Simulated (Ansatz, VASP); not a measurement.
SnTe in VASP and in Ansatz

Contents of INCAR:

```
SYSTEM = SnTe
PREC = Accurate
ENCUT = 500
EDIFF = 1E-6
ISMEAR = 0
SIGMA = 0.03
LREAL = .False.
LASPH = .True.
NELM = 120
ALGO = Normal
ISIF = 2
LWAVE = .False.
LCHARG = .True.
GGA = PS
LELF = .True.
LVHAR = .True.
NBANDS = 17
GGA_COMPAT = .False.
```

The input KPOINTS:

```
Automatic mesh
0
Gamma
  10 10 10
  0 0 0
```

POSCAR

```
SnTe
1.0
    0.0000000000      2.9986750000      3.2354125000
    2.9986750000      0.0000000000      3.2354125000
    2.9986750000      2.9986750000      0.0000000000
Sn Te
1 1
Direct
    0.0000000000      0.0000000000      0.0000000000
    0.5000000000      0.5000000000      0.5000000000
```

Input for Ansatz:

```yaml
crystal:
  lattice:
    - [0.0, 2.998675, 3.2354125]
    - [2.998675, 0.0, 3.2354125]
    - [2.998675, 2.998675, 0.0]
  atoms:
    - { symbol: Sn, position: [0.0, 0.0, 0.0] }
    - { symbol: Te, position: [0.5, 0.5, 0.5] }
basis:
  ecutwfc: 420
kpoints:
  mp_grid: { grid: [10, 10, 10] }
hamiltonian:
  xc: pbesol
scf:
  occupations: { method: gaussian, width: 0.03 }
output:
  forces: true
  stress: true
  eigenvalues: true
```

Change from the starting cell: strain -0.050 along x and y, +0.025 along z, atoms carried along.

Alike in both runs: task single point; functional PBEsol; k mesh 10 × 10 × 10; occupations gaussian, width 0.03 eV; no spin polarisation.

|  | VASP | Ansatz |
| --- | --- | --- |
| version | VASP 6.6.1 | Ansatz 0.2.0 |
| potentials or method | VASP PAW PBE potentials, release 64 (Sn_d, Te), cutoff 500 eV | scalar-relativistic, plane waves, PAW |
| valence electrons in the cell | 20 | 30 |

Ansatz gave:

* gap on the k mesh at the Fermi level (eV): none
* pressure (GPa): 4.3
* traceless stress, the component that is largest in VASP (GPa): -7.33

**Question.** Estimate VASP's values.

**Answer.** gap on the k mesh at the Fermi level (eV): none; pressure (GPa): 4.3; traceless stress, the component that is largest in VASP (GPa): -7.36.

VASP's potentials were made for PBE, not for PBEsol. A gap of «none» marks a metal or a gap that the smearing closes. With one functional, cell and mesh, what is left measures potentials, basis and numerics. VASP's potentials hold 20 valence electrons a cell and Ansatz's 30, so a difference there can come from the potentials and not from the codes.

Neither program's run includes spin-orbit coupling.
